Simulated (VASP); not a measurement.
Input of a VASP 6.6.1 run:

INCAR

```
PREC = Accurate
ENCUT = 520
EDIFF = 1E-7
ISMEAR = -1
SIGMA = 0.1
LREAL = F
LASPH = T
NELM = 100
ALGO = Normal
ISIF = 2
LWAVE = F
LCHARG = T
GGA = B5
ALDAX = 1.0
AGGAX = 1.0
AGGAC = 1.0
ALDAC = 0.0
LELF = T
LVHAR = T
NBANDS = 8
```

Contents of KPOINTS:

```
Automatic mesh
0
Gamma
  16 16 16
```

The input POSCAR:

```
Si
1.0
   -1.6435137193      1.6435137193      1.6435137193
    1.6435137193     -1.6435137193      1.6435137193
    1.6435137193      1.6435137193     -1.6435137193
Si
1
Direct
    0.0000000000      0.0000000000      0.0000000000
```

Potentials or basis: VASP PAW PBE potentials, release 64 (Si).

The run is started by

```console
$ cat potpaw_PBE.64/Si/POTCAR > POTCAR
$ mpirun -np 1 vasp_std > vasp.out
```

(1) Predict the pressure.

(2) Estimate the band gap on the k mesh.

## Answers

(1) -3.7 GPa.

(2) zero (band 2 reaches 16.84 eV, above the bottom of band 3 at 4.95 eV).

Caveat: the PAW data sets were made with another functional, which shifts forces and pressure a little.
